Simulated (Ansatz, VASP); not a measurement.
## One calculation of NbCd3, two programs

```xyz
4
Lattice="4.2150 0.0000 0.0000 0.0000 4.2150 0.0000 0.0000 0.0000 4.2150" Properties=species:S:1:pos:R:3 pbc="T T T"
Nb    0.0000    0.0000    0.0000
Cd    0.0000    2.1075    2.1075
Cd    2.1075    0.0000    2.1075
Cd    2.1075    2.1075    0.0000
```

Alike in both runs: task single point; functional PBE; k mesh 4 × 4 × 4; occupations gaussian, width 0.1 eV; no spin polarisation.

|  | VASP | Ansatz |
| --- | --- | --- |
| version | VASP 6.6.1 | Ansatz 0.2.0 |
| potentials or method | VASP PAW PBE potentials, release 64 (Nb_sv, Cd), cutoff 520 eV | scalar-relativistic, plane waves, PAW |
| valence electrons in the cell | 49 | 73 |

```tsv
	VASP	Ansatz	Ansatz less VASP
gap on the k mesh at the Fermi level (eV)	none	none	-
pressure (GPa)	7.7	7.1	-0.53
```

A gap of «none» marks a metal or a gap that the smearing closes. VASP's potentials hold 49 valence electrons a cell and Ansatz's 73, so a difference there can come from the potentials and not from the codes.

The k mesh is coarse, so the values compare programs but aren't converged.
